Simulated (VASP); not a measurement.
The system is PbS.

```
Pb S
1.0
     2.05546   -5.81712    0.00000
     2.05546    5.81712    0.00000
     0.00000    0.00000    4.26841
Pb S
2 2
Direct
  0.87305 0.12695 0.75000
  0.12695 0.87305 0.25000
  0.64059 0.35941 0.75000
  0.35941 0.64059 0.25000
```

Base run:

| Item | Value |
| --- | --- |
| Program | VASP 6.6.1 |
| Functional | r2SCAN |
| Potentials or basis | VASP PAW PBE potentials, release 64 (Pb_d, S) |
| Cutoff | 550 eV |
| k mesh | 8 × 8 × 6 |
| Occupations | gaussian, width 0.02 eV |
| Spin | no spin polarisation |

Its results: band gap on the k mesh 1.48 eV (least direct gap 1.63 eV); pressure 1.2 GPa; largest force 0.130 eV/Å.

Problem. The run is repeated on the same cell with these changes: functional from r2SCAN to PBE; cutoff from 550 eV to 520 eV; dispersion from none to D3(BJ). What comes out?

Solution. Band gap on the k mesh 1.22 eV (least direct gap 1.28 eV); pressure -0.1 GPa; largest force 0.004 eV/Å.

Several settings changed at once.

Caveats: spin-orbit coupling is left out, which moves the levels of the heavy elements; the PAW data sets were made with another functional, which shifts forces and pressure a little (at least some runs).

A k mesh can miss the band edges.
